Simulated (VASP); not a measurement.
# Ge5H2 in VASP: further runs

Runs on Ge5H2. Level: LDA. Tasks: single point.

Program: VASP 6.6.1. These are calculated values, not measurements. Logs are shortened: lines on timing, memory, paths and dates and some standing lists are left out, and cuts for length are marked.

## (1) The cell of the first run

The cell holds a slab with vacuum, 28 atoms: a = 7.950 Å, b = 7.950 Å, c = 19.378 Å, α = 90.00°, β = 90.00°, γ = 90.00°.

## (2) Single point, LDA

Input file INCAR:

```
SYSTEM = Ge5H2
PREC = Accurate
ENCUT = 520
EDIFF = 1E-6
ISMEAR = 0
SIGMA = 0.05
LREAL = Auto
LASPH = .True.
NELM = 80
ALGO = Normal
ISIF = 2
LWAVE = .False.
LCHARG = .False.
LDIPOL = .True.
IDIPOL = 3
DIPOL = 0.5 0.5 0.342
GGA = CA
NBANDS = 164
```

Input file KPOINTS:

```
Automatic mesh
0
Gamma
  3 3 1
  0 0 0
```

Input file POSCAR:

```
Ge5H2
1.0
    7.9504584305      0.0000000000      0.0000000000
    0.0000000000      7.9504584305      0.0000000000
    0.0000000000      0.0000000000     19.3782629924
Ge H
20 8
Direct
    0.5000000000      0.5000000000      0.2531929680
    0.5000000000      0.0000000000      0.2531929680
    0.0000000000      0.5000000000      0.2531929680
    0.0000000000      0.0000000000      0.2531929680
    0.7500000000      0.5000000000      0.3257204060
    0.7500000000      0.0000000000      0.3257204060
    0.2500000000      0.5000000000      0.3257204060
    0.2500000000      0.0000000000      0.3257204060
    0.7468482769      0.7483903624      0.4005733813
    0.7468482769      0.2516096376      0.4005733813
    0.2530006225      0.7479031113      0.3957344019
    0.2530006225      0.2520968887      0.3957344019
    0.0040699402      0.7470349308      0.4708444931
    0.0040699402      0.2529650692      0.4708444931
    0.4961736758      0.7251453751      0.4744296127
    0.4961736758      0.2748546249      0.4744296127
    0.0935074212      0.0000000000      0.5296376506
    0.1162678778      0.5000000000      0.5296376506
    0.3905595051      0.0000000000      0.5045557978
    0.4328946581      0.5000000000      0.5610000890
    0.5090621173      0.6542935074      0.2055986752
    0.5090621173      0.3457064926      0.2055986752
    0.5090621173      0.1542935074      0.2055986752
    0.5090621173     -0.1542935074      0.2055986752
   -0.0090621173      0.3457064926      0.2055986752
   -0.0090621173      0.6542935074      0.2055986752
   -0.0090621173     -0.1542935074      0.2055986752
   -0.0090621173      0.1542935074      0.2055986752
```

Potentials or basis: VASP PAW LDA potentials, release 64 (Ge_d, H).

Command:

```console
$ cat potpaw_LDA.64/Ge_d/POTCAR potpaw_LDA.64/H/POTCAR > POTCAR
$ mpirun -np 1 vasp_std > vasp.out
```

OUTCAR:

```text
SYSTEM = Ge5H2
   PREC = Accurate
   ENCUT = 520
   EDIFF = 1E-6
   ISMEAR = 0
   LREAL = Auto
   LASPH = .True.
   NELM = 80
   ISIF = 2
   GGA = CA

 ion  position               nearest neighbor table
   1  0.500  0.500  0.253-  21 1.54  22 1.54   5 2.43   7 2.43
   2  0.500  0.000  0.253-  23 1.54  24 1.54   6 2.43   8 2.43
   3  0.000  0.500  0.253-  25 1.54  26 1.54   5 2.43   7 2.43
   4  0.000  0.000  0.253-  27 1.54  28 1.54   6 2.43   8 2.43
   5  0.750  0.500  0.326-   1 2.43   3 2.43   9 2.45  10 2.45
   6  0.750  0.000  0.326-   2 2.43   4 2.43   9 2.47  10 2.47
[... 8 lines left out ...]
  15  0.496  0.725  0.474-  19 2.41   9 2.46  11 2.47  20 2.50
  16  0.496  0.275  0.474-  19 2.41  10 2.46  12 2.47  20 2.50
  17  0.094  0.000  0.530-  19 2.41  14 2.42  13 2.42
  18  0.116  0.500  0.530-  13 2.44  14 2.44  20 2.59
  19  0.391  0.000  0.505-  17 2.41  16 2.41  15 2.41
  20  0.433  0.500  0.561-  15 2.50  16 2.50  18 2.59
  21  0.509  0.654  0.206-   1 1.54
  22  0.509  0.346  0.206-   1 1.54
  23  0.509  0.154  0.206-   2 1.54
  24  0.509  0.846  0.206-   2 1.54
  25  0.991  0.346  0.206-   3 1.54
  26  0.991  0.654  0.206-   3 1.54
  27  0.991  0.846  0.206-   4 1.54
  28  0.991  0.154  0.206-   4 1.54

  LATTYP: Found a simple tetragonal cell.
 ALAT       =     7.9504584305
 C/A-ratio  =     2.4373768081

  Lattice vectors:

 A1 = (   7.9504584305,   0.0000000000,   0.0000000000)
 A2 = (   0.0000000000,   7.9504584305,   0.0000000000)
 A3 = (   0.0000000000,   0.0000000000,  19.3782629924)

Analysis of symmetry for initial positions (statically):
=====================================================================
 Subroutine PRICEL returns:
 Original cell was already a primitive cell.

 Routine SETGRP: Setting up the symmetry group for a
 simple tetragonal supercell.

 Subroutine GETGRP returns: Found  2 space group operations
 (whereof  2 operations were pure point group operations)
 out of a pool of 16 trial point group operations.

The static configuration has the point symmetry C_1h.

Analysis of symmetry for dynamics (positions and initial velocities):
=====================================================================
 Subroutine PRICEL returns:
 Original cell was already a primitive cell.

 Routine SETGRP: Setting up the symmetry group for a
 simple tetragonal supercell.

 Subroutine GETGRP returns: Found  2 space group operations
 (whereof  2 operations were pure point group operations)
 out of a pool of 16 trial point group operations.

The dynamic configuration has the point symmetry C_1h.

 Subroutine INISYM returns: Found  2 space group operations
 (whereof  2 operations are pure point group operations),
 and found     1 'primitive' translations

----------------------------------------------------------------------------------------

                                     Primitive cell

  volume of cell :    1224.8959

  direct lattice vectors                    reciprocal lattice vectors
     7.950458431  0.000000000  0.000000000     0.125778911  0.000000000  0.000000000
     0.000000000  7.950458431  0.000000000     0.000000000  0.125778911  0.000000000
     0.000000000  0.000000000 19.378262992     0.000000000  0.000000000  0.051604212

  length of vectors
     7.950458431  7.950458431 19.378262992     0.125778911  0.125778911  0.051604212

  position of ions in fractional coordinates (direct lattice)
     0.500000000  0.500000000  0.253192968
     0.500000000  0.000000000  0.253192968
     0.000000000  0.500000000  0.253192968
     0.000000000  0.000000000  0.253192968
     0.750000000  0.500000000  0.325720406
     0.750000000  0.000000000  0.325720406
[... 20 lines left out ...]
     0.990937883  0.845706493  0.205598675
     0.990937883  0.154293507  0.205598675

  ion indices of the primitive-cell ions
   primitive index   ion index
                 1           1
                 2           2
                 3           3
                 4           4
                 5           5
                 6           6
[... 20 lines left out ...]
                27          27
                28          28

----------------------------------------------------------------------------------------

 KPOINTS: Automatic mesh

Automatic generation of k-mesh.
 Grid dimensions read from file:
 generate k-points for:    3    3    1

 Generating k-lattice:

  Cartesian coordinates                     Fractional coordinates (reciprocal lattice)
     0.041926304  0.000000000  0.000000000     0.333333333  0.000000000  0.000000000
     0.000000000  0.041926304  0.000000000     0.000000000  0.333333333  0.000000000
     0.000000000  0.000000000  0.051604212     0.000000000  0.000000000  1.000000000

  Length of vectors
     0.041926304  0.041926304  0.051604212

  Shift w.r.t. Gamma in fractional coordinates (k-lattice)
     0.000000000  0.000000000  0.000000000

 Subroutine IBZKPT returns following result:
 ===========================================

 Found      4 irreducible k-points:

 Following reciprocal coordinates:
            Coordinates               Weight
  0.000000  0.000000  0.000000      1.000000
  0.333333  0.000000  0.000000      2.000000
  0.000000  0.333333  0.000000      2.000000
  0.333333  0.333333  0.000000      4.000000
   k-points           NKPTS =      4   k-points in BZ     NKDIM =      4   number of bands    NBANDS=    164
   number of dos      NEDOS =    301   number of ions     NIONS =     28
   total plane-waves  NPLWV = 518400
   dimension x,y,z NGX =    60 NGY =   60 NGZ =  144
   dimension x,y,z NGXF=   120 NGYF=  120 NGZF=  288
   ions per type =              20   8
   NGX,Y,Z   is equivalent  to a cutoff of  12.55, 12.55, 12.35 a.u.
   NGXF,Y,Z  is equivalent  to a cutoff of  25.09, 25.09, 24.71 a.u.
 SYSTEM =  Ge5H2
   PREC   = accura    normal or accurate (medium, high low for compatibility)
   ISTART =      0    job   : 0-new  1-cont  2-samecut
   ICHARG =      2    charge: 1-file 2-atom 10-const
   ISPIN  =      1    spin polarized calculation?
   LNONCOLLINEAR =      F non collinear calculations
   LSORBIT =      F    spin-orbit coupling
   LASPH  =      T    aspherical Exc in radial PAW
   ENCUT  =  520.0 eV  38.22 Ry    6.18 a.u.  14.78 14.78 36.03*2*pi/ulx,y,z
   NELM   =     80;   NELMIN=  2; NELMDL= -5     # of ELM steps
   EDIFF  = 0.1E-05   stopping-criterion for ELM
   LREAL  =      T    real-space projection
   EDIFFG = 0.1E-04   stopping-criterion for IOM
   NSW    =      0    number of steps for IOM
   IBRION =     -1    ionic relax: 0-MD 1-quasi-New 2-CG
   NFREE  =      0    steps in history (QN), initial steepest desc. (CG)
   ISIF   =      2    stress and relaxation
   ISYM   =      2    0-nonsym 1-usesym 2-fastsym
   POTIM  = 0.5000    time-step for ionic-motion
   TEBEG  =    0.0;   TEEND  =   0.0 temperature during run
   PSTRESS=    0.0 pullay stress
   NELECT =     288.0000    total number of electrons
   NUPDOWN=      -1.0000    fix difference up-down
   EMIN   =  10.00;   EMAX   =-10.00  energy-range for DOS
   EFERMI =   0.00;   METHOD = LEGACY
   ISMEAR =     0;   SIGMA  =   0.05  broadening in eV -4-tet -1-fermi 0-gaus
   EFERMI_NEDOS =   21; number of points for ismear=-14 and -15
   IALGO  =     38    algorithm
   IMIX   =      4    mixing-type and parameters
     AMIX     =   0.40;   BMIX     =  1.00
     AMIX_MAG =   1.60;   BMIX_MAG =  1.00
  volume/ion in A,a.u.               =      43.75       295.21
  Fermi-wavevector in a.u.,A,eV,Ry     =   1.010429  1.909435 13.891104  1.020967
  Thomas-Fermi vector in A             =   2.143418
   LORBIT       =      0    0 simple, 1 ext, 2 COOP (PROOUT), +10 PAW based schemes
   GGA     = CA    functional components
   LHFCALC =     F    Hartree Fock is set to
   AEXX    =    0.0000 exact exchange contribution
   IVDW    =     0    specifies the selected vdW correction
   LEPSILON=     F    determine dielectric tensor
   LRPA    =     F    only Hartree local field effects (RPA)
 non-spin polarized calculation
 Gauss-broadening in eV      SIGMA  =   0.05
  energy-cutoff  :      520.00
  volume of cell :     1224.90
 maximum number of plane-waves:     33008
 NGX is ok and might be reduce to    60
   NGX = 29   NGY = 29   NGZ = 73

 dipolmoment           0.000000      0.000000     -0.002301 electrons x Angstroem

 number of electron     287.9999991 magnetization

 dipolmoment           0.000000      0.000000      0.050454 electrons x Angstroem

 Free energy of the ion-electron system (eV)
  ---------------------------------------------------
  ext. energy  EPLUGINS =         0.00000000
  ---------------------------------------------------
  free energy    TOTEN  =      -124.18524956 eV

  energy without entropy =     -124.17057871  energy(sigma->0) =     -124.17791413

 E-fermi :  -1.2931     XC(G=0):  -4.7704

 val. band max:       -1.3154316050   @ k =   0.3333   0.3333   0.0000
 cond. band min:      -1.2463467955   @ k =   0.3333   0.0000   0.0000
 fundamental gap:      0.0690848095
 Fermi energy:        -1.2931043985

 k-point     1 :       0.0000    0.0000    0.0000
  band No.  band energies     occupation
      1     -25.9592      2.00000
      2     -25.9237      2.00000
      3     -25.9225      2.00000
      4     -25.9208      2.00000
      5     -25.9100      2.00000
      6     -25.9034      2.00000
[... 148 lines left out ...]
    155       0.9739      0.00000
    156       1.1721      0.00000

 k-point     2 :       0.3333    0.0000    0.0000
  band No.  band energies     occupation
      1     -25.9592      2.00000
      2     -25.9242      2.00000
      3     -25.9232      2.00000
      4     -25.9216      2.00000
      5     -25.9101      2.00000
      6     -25.9050      2.00000
[... 148 lines left out ...]
    155       1.4737      0.00000
    156       1.6335      0.00000

 k-point     3 :       0.0000    0.3333    0.0000
  band No.  band energies     occupation
      1     -25.9590      2.00000
      2     -25.9270      2.00000
      3     -25.9235      2.00000
      4     -25.9185      2.00000
      5     -25.9121      2.00000
      6     -25.9089      2.00000
[... 148 lines left out ...]
    155       1.5118      0.00000
    156       1.6357      0.00000

 k-point     4 :       0.3333    0.3333    0.0000
  band No.  band energies     occupation
      1     -25.9589      2.00000
      2     -25.9280      2.00000
      3     -25.9235      2.00000
      4     -25.9188      2.00000
      5     -25.9121      2.00000
      6     -25.9097      2.00000
[... 148 lines left out ...]
    155       1.8489      0.00000
    156       1.9162      0.00000
 [bands above 156 left out]

------------------------ aborting loop because EDIFF is reached ----------------------------------------

 vacuum level on the upper side and lower side of the slab       (xc-potential included)        -0.140        -0.236

  FORCE on cell =-STRESS in cart. coord.  units (eV):
  Direction    XX          YY          ZZ          XY          YZ          ZX
  --------------------------------------------------------------------------------------
  -------------------------------------------------------------------------------------
  Total       -4.7912174      9.4833331     -1.7928139      0.0000000      0.0000000      0.0465604
  in kB       -6.2669650     12.4043040     -2.3450203      0.0000000      0.0000000      0.0609016
  external PRESSURE =       1.2641062 kB  Pullay stress =       0.0000000 kB

 VOLUME and BASIS-vectors are now :
 -----------------------------------------------------------------------------
  energy-cutoff  :      520.00
  volume of cell :     1224.90
      direct lattice vectors                 reciprocal lattice vectors
     7.950458431  0.000000000  0.000000000     0.125778911  0.000000000  0.000000000
     0.000000000  7.950458431  0.000000000     0.000000000  0.125778911  0.000000000
     0.000000000  0.000000000 19.378262992     0.000000000  0.000000000  0.051604212

 POSITION                                       TOTAL-FORCE (eV/Angst)
 -----------------------------------------------------------------------------------
      3.97523      3.97523      4.90644        -0.023836      0.000000      0.263181
      3.97523      0.00000      4.90644         0.054312      0.000000      0.266379
      0.00000      3.97523      4.90644        -0.022314      0.000000      0.268283
      0.00000      0.00000      4.90644        -0.017384      0.000000      0.257947
      5.96284      3.97523      6.31190         0.049110      0.000000      0.066366
      5.96284      0.00000      6.31190        -0.037086      0.000000      0.304460
[... 20 lines left out ...]
      7.87841      6.72375      3.98415         0.018200     -0.011764      0.022886
      7.87841      1.22670      3.98415         0.018200      0.011764      0.022886
 -----------------------------------------------------------------------------------
    total drift:                                0.000462     -0.000000     -0.013680

  FREE ENERGIE OF THE ION-ELECTRON SYSTEM (eV)
  ---------------------------------------------------
  free  energy   TOTEN  =      -124.1852495594 eV

  energy  without entropy=     -124.1705787058  energy(sigma->0) =     -124.17791413

 vacuum level on the upper side and lower side of the slab         3.344         3.245
```

Wall time 16 min (1 thread of Intel Xeon 6975P-C (Granite Rapids), shared host); peak memory 1 GiB.

What came out:

```
Free energy            : -124.1852 eV
Largest force          : 0.939 eV/Å
Band gap on the k mesh : zero (bands 144 and 145 overlap by 0.02 eV)
```

Forces on the atoms (eV/Å):
```
Ge  -0.024  0.000  0.263
Ge   0.054  0.000  0.266
Ge  -0.022  0.000  0.268
Ge  -0.017  0.000  0.258
Ge   0.049  0.000  0.066
Ge  -0.037  0.000  0.304
Ge   0.095  0.000 -0.934
Ge  -0.083  0.000 -0.499
Ge   0.004 -0.001  0.005
Ge   0.004  0.001  0.005
Ge  -0.001  0.000  0.000
Ge  -0.001  0.000  0.000
Ge  -0.012  0.000  0.002
Ge  -0.012  0.000  0.002
Ge   0.003  0.000  0.006
Ge   0.003  0.000  0.006
Ge  -0.008  0.000  0.278
Ge   0.002  0.000 -0.336
Ge   0.014  0.000  0.012
Ge   0.004  0.000  0.023
H   -0.008 -0.009 -0.015
H   -0.008  0.009 -0.015
H   -0.044  0.008  0.011
H   -0.044 -0.008  0.011
H    0.027  0.008 -0.017
H    0.027 -0.008 -0.017
H    0.018 -0.012  0.023
H    0.018  0.012  0.023
```

Levels at points of the mesh, in eV from the Fermi level:
| k point | band 142 | band 143 | band 144 | band 145 | band 146 | band 147 |
| --- | --- | --- | --- | --- | --- | --- |
| (0.00, 0.00, 0.00) | -0.55 | -0.39 | -0.31 | -0.04 | 0.61 | 0.81 |

## (3) Single point, LDA

Input file INCAR:

```
PREC = Accurate
ENCUT = 520
EDIFF = 1E-6
ISMEAR = 0
SIGMA = 0.05
LREAL = Auto
LASPH = True
NELM = 80
ALGO = Normal
ISIF = 2
LWAVE = False
LCHARG = False
LDIPOL = True
IDIPOL = 3
DIPOL = 0.5 0.5 0.343
GGA = CA
NBANDS = 164
KPAR = 2
NCORE = 2
```

Input file KPOINTS:

```
regular mesh
0
Gamma
  3 3 1
```

Input file POSCAR:

```
Ge5H2
1.0
    7.9504584305      0.0000000000      0.0000000000
    0.0000000000      7.9504584305      0.0000000000
    0.0000000000      0.0000000000     19.3782629924
Ge H
20 8
Direct
    0.5000000000      0.5000000000      0.2531929680
    0.5000000000      0.0000000000      0.2531929680
    0.0000000000      0.5000000000      0.2531929680
    0.0000000000      0.0000000000      0.2531929680
    0.7500000000      0.5000000000      0.3257204060
    0.7500000000      0.0000000000      0.3257204060
    0.2500000000      0.5000000000      0.3257204060
    0.2500000000      0.0000000000      0.3257204060
    0.7573373797      0.7489840874      0.4017824640
    0.7573373797      0.2510159126      0.4017824640
    0.2364332314      0.7483871705      0.3959686183
    0.2364332314      0.2516128295      0.3959686183
    0.0063740448      0.7441182663      0.4799804311
    0.0063740448      0.2558817337      0.4799804311
    0.4957371578      0.7482927961      0.4725859021
    0.4957371578      0.2517072039      0.4725859021
    0.0590394872      0.0000000000      0.5518790661
    0.0583062128      0.5000000000      0.5630255760
    0.3488521228      0.0000000000      0.5098540224
    0.3489897290      0.5000000000      0.5137783181
    0.5090621173      0.6542935074      0.2055986752
    0.5090621173      0.3457064926      0.2055986752
    0.5090621173      0.1542935074      0.2055986752
    0.5090621173     -0.1542935074      0.2055986752
   -0.0090621173      0.3457064926      0.2055986752
   -0.0090621173      0.6542935074      0.2055986752
   -0.0090621173     -0.1542935074      0.2055986752
   -0.0090621173      0.1542935074      0.2055986752
```

Potentials or basis: VASP PAW LDA potentials, release 64 (Ge_d, H).

Command:

```console
$ cat potpaw_LDA.64/Ge_d/POTCAR potpaw_LDA.64/H/POTCAR > POTCAR
$ mpirun -np 4 vasp_std > vasp.out
```

Wall time 7.9 min (4 MPI ranks of Intel Xeon Platinum 8375C at 2.90GHz (Ice Lake), shared host); peak memory 0.59 GiB.

The run converged. Its results:

| Quantity | Value |
| --- | --- |
| Free energy | -124.3018 eV |
| Largest force | 0.761 eV/Å |
| Band gap on the k mesh | 0.40 eV |

Forces on the atoms (eV/Å):
```
Ge   0.071  0.000  0.252
Ge   0.094  0.000  0.270
Ge  -0.015  0.000  0.224
Ge  -0.038  0.000  0.222
Ge  -0.046  0.000  0.300
Ge   0.002  0.000  0.433
Ge   0.038  0.000 -0.760
Ge  -0.042  0.000 -0.486
Ge  -0.007 -0.001  0.008
Ge  -0.007  0.001  0.008
Ge   0.005  0.011  0.000
Ge   0.005 -0.011  0.000
Ge  -0.002 -0.007 -0.003
Ge  -0.002  0.007 -0.003
Ge   0.003  0.000 -0.007
Ge   0.003  0.000 -0.007
Ge  -0.002  0.000  0.040
Ge   0.009  0.000 -0.523
Ge   0.001  0.000  0.018
Ge  -0.014  0.000  0.008
H   -0.032 -0.014 -0.004
H   -0.032  0.014 -0.004
H   -0.048  0.001  0.022
H   -0.048 -0.001  0.022
H    0.021  0.014 -0.012
H    0.021 -0.014 -0.012
H    0.031  0.005 -0.001
H    0.031 -0.005 -0.001
```

Levels at points of the mesh, in eV from the valence-band top:
```tsv
k point	band 142	band 143	band 144	band 145	band 146	band 147
(0.00, 0.00, 0.00)	-0.55	-0.45	-0.17	0.40	0.50	0.66
```

[end of part 1 of 2]
